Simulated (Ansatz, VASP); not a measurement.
One calculation of Bi3Mo, two programs

```
CELL_PARAMETERS angstrom
-3.04668 3.04668 3.04668
3.04668 -3.04668 3.04668
3.04668 3.04668 -3.04668
ATOMIC_POSITIONS crystal
Bi 0.00000 0.50000 0.50000
Bi 0.50000 0.00000 0.50000
Bi 0.50000 0.50000 0.00000
Mo 0.00000 0.00000 0.00000
```

Change from the starting cell: species swapped into the Sb3Au type (Im-3m, No. 229).

Alike in both runs: task single point; functional PBE; k mesh 4 × 4 × 4; occupations gaussian, width 0.1 eV; collinear spin.

|  | VASP | Ansatz |
| --- | --- | --- |
| version | VASP 6.6.1 | Ansatz 0.2.0 |
| potentials or method | VASP PAW PBE potentials, release 64 (Bi_d, Mo_sv), cutoff 520 eV | scalar-relativistic, plane waves, PAW |
| valence electrons in the cell | 59 | 59 |

Ansatz gave:

| Quantity | Value |
| --- | --- |
| gap on the k mesh at the Fermi level (eV) | none |
| pressure (GPa) | 5.0 |
| net moment per atom (μB) | 0.74 |
| size of the moment on the site where the two differ most (μB) | 2.67 |

Question: Estimate VASP's values.

Answer: gap on the k mesh at the Fermi level (eV): none; pressure (GPa): 4.9; net moment per atom (μB): 0.74; size of the moment on the site where the two differ most (μB): 2.71.

Site moments also hang on the region over which each program counts them. A gap of «none» marks a metal or a gap that the smearing closes.

The k mesh is coarse, so the values compare programs but aren't converged. Spin-orbit coupling is off throughout.
